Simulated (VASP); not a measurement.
Wanted: the native input for a VASP 6.6.1 run.

- Task: single point
- Functional: PBE
- Potentials or basis: VASP PAW PBE potentials, release 64 (Si, P)
- Cutoff: 520 eV
- k mesh: 12 × 12 × 2
- Occupations: gaussian, width 0.1 eV
- Spin: no spin polarisation
- Dipole correction: no
- Further INCAR settings: ALGO = Normal; EDIFF = 1e-06; NBANDS = 41

The structure of SiP5 lies in POSCAR:

```
SiP5
1.0
    3.4395852049      0.0000000000      0.0000000000
   -1.7197926024      2.9787681659      0.0000000000
    0.0000000000      0.0000000000     26.7753169118
Si P
2 10
Direct
    0.0000000000      0.0000000000      0.9561181435
    0.0000000000      0.0000000000      0.0438818565
    0.6666666667      0.3333333333      0.9168715377
    0.3333333333      0.6666666667      0.0831284623
    0.3333333333      0.6666666667      0.7271008321
    0.0000000000      0.0000000000      0.6837810164
    0.6666666667      0.3333333333      0.2728991679
    0.0000000000      0.0000000000      0.3162189836
    0.6666666667      0.3333333333      0.6134652970
    0.3333333333      0.6666666667      0.5701058300
    0.3333333333      0.6666666667      0.3865347030
    0.6666666667      0.3333333333      0.4298941700
```

The input as run:

INCAR

```
  PREC = Accurate
  ENCUT = 520
  EDIFF = 1E-6
  ISMEAR = 0
  SIGMA = 0.1
  LREAL = False
  LASPH = True
  NELM = 80
  ALGO = Normal
  ISIF = 2
  LWAVE = False
  LCHARG = False
  GGA = PE
  NBANDS = 41
```

KPOINTS

```
regular mesh
0
Gamma
  12 12 2
```

Potentials or basis: VASP PAW PBE potentials, release 64 (Si, P).

Command:

```sh
$ cat potpaw_PBE.64/Si/POTCAR potpaw_PBE.64/P/POTCAR > POTCAR
$ mpirun -np 1 vasp_std > vasp.out
```

Results of the run:

```yaml
Pressure: -0.2 GPa
Largest_force: 0.054 eV/Å
Band_gap_on_the_k_mesh: zero (bands 29 and 30 overlap by 0.52 eV)
```

Caveat: this functional lacks dispersion, which binds the layers, so the pressure and a relaxed spacing across them are unreliable.

Wall time 10 min on 1 thread of Oxide Virtual Turin-like Processor (shared host), peak memory 0.53 GiB.
